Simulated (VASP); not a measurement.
Write the native input for VASP 6.6.1 that does the following.

| Quantity | Value |
| --- | --- |
| Task | single point |
| Functional | r2SCAN |
| Potentials or basis | VASP PAW PBE potentials, release 64 (Ba_sv, Ti_sv, O) |
| Cutoff | 520 eV |
| k mesh | 6 × 6 × 6 |
| Occupations | gaussian, width 0.02 eV |
| Spin | no spin polarisation |
| Dipole correction | no |
| Further INCAR settings | ALGO = Normal; EDIFF = 1e-06; NBANDS = 28 |

The system is BaTiO3.

```xyz
5
Lattice="2.8629 1.6529 2.3563 -2.8629 1.6529 2.3563 0.0000 -3.3058 2.3563" Properties=species:S:1:pos:R:3 pbc="T T T"
Ba    0.0000    0.0000    0.0354
Ti    0.0000    0.0000    3.6700
O     0.0000   -1.6179    4.6055
O    -1.4012    0.8090    4.6055
O     1.4012    0.8090    4.6055
```

One way to write it, as run:

POSCAR

```
BaTiO3
1.0
    2.8628964670      1.6528940459      2.3563485123
   -2.8628964670      1.6528940459      2.3563485123
    0.0000000000     -3.3057880917      2.3563485123
Ba Ti O
1 1 3
Direct
    0.0050105865      0.0050105865      0.0050105865
    0.5191677358      0.5191677358      0.5191677358
    0.4883657726      0.4883657726      0.9777901826
    0.4883657726      0.9777901826      0.4883657726
    0.9777901826      0.4883657726      0.4883657726
```

INCAR.step1

```
SYSTEM = BaTiO3
  PREC = Accurate
  ENCUT = 520
  ISMEAR = 0
  SIGMA = 0.02
  LREAL = .FALSE.
  LASPH = .TRUE.
  NELM = 80
  NBANDS = 28
  GGA = PE
  ALGO = Normal
  EDIFF = 1E-4
  LWAVE = .TRUE.
  LCHARG = .FALSE.
```

INCAR.step2

```
SYSTEM = BaTiO3
  PREC = Accurate
  ENCUT = 520
  EDIFF = 1E-6
  ISMEAR = 0
  SIGMA = 0.02
  LREAL = .FALSE.
  LASPH = .TRUE.
  NELM = 80
  ALGO = Normal
  ISIF = 2
  LWAVE = .FALSE.
  LCHARG = .FALSE.
  METAGGA = R2SCAN
  LMIXTAU = .TRUE.
  NBANDS = 28
  ISTART = 1
```

KPOINTS

```
Automatic mesh
0
G
  6 6 6
  0 0 0
```

Potentials or basis: VASP PAW PBE potentials, release 64 (Ba_sv, Ti_sv, O).

Command:

```console
$ cat potpaw_PBE.64/Ba_sv/POTCAR potpaw_PBE.64/Ti_sv/POTCAR potpaw_PBE.64/O/POTCAR > POTCAR
$ cp INCAR.step1 INCAR
$ mpirun -np 1 vasp_std > vasp.out
$ cp INCAR.step2 INCAR
$ mpirun -np 1 vasp_std > vasp.out
```

Results of the run:

```
Pressure               : -1.4 GPa
Largest force          : 0.126 eV/Å
Band gap on the k mesh : 2.97 eV (least direct gap 3.52 eV)
```

Caveat: the PAW data sets were made with another functional, which shifts forces and pressure a little; spin-orbit coupling is left out, which moves the levels of the heavy elements.

Run time: 5.1 min on 1 thread of Intel Xeon 8259CL, on a shared host, peak memory 0.21 GiB.
